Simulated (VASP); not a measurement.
A run of VASP 6.6.1:

File INCAR:

```
SYSTEM = Ga
PREC = Accurate ; ENCUT = 520
EDIFF = 1E-6 ; ISMEAR = -1
SIGMA = 0.05 ; LREAL = .False.
LASPH = .True. ; NELM = 60
ALGO = Normal ; ISIF = 2
LWAVE = .False. ; LCHARG = .True.
GGA = PE ; LELF = .True.
LVHAR = .True. ; NBANDS = 12
```

File KPOINTS:

```
Automatic mesh
0
Gamma
  14 14 14
  0 0 0
```

Contents of POSCAR:

```
Ga
1.0
    2.2679910421      0.0000000000      0.0000000000
    0.0000000000      2.2679910421      0.0000000000
    0.0000000000      0.0000000000      2.2679910421
Ga
1
Direct
    0.0000000000      0.0000000000      0.0000000000
```

Potentials or basis: VASP PAW PBE potentials, release 64 (Ga_d).

Run with:

```sh
$ cat potpaw_PBE.64/Ga_d/POTCAR > POTCAR
$ mpirun -np 1 vasp_std > vasp.out
```

Hardware: 1 thread of Intel(R) Xeon(R) 6975P-C (Granite Rapids), on a shared host.

How long does it take, and how much memory?

It took 5.4 s on 1 thread of Intel(R) Xeon(R) 6975P-C (Granite Rapids), on a shared host, peak memory 0.13 GiB. Counts: scf iterations 11, k points 120.
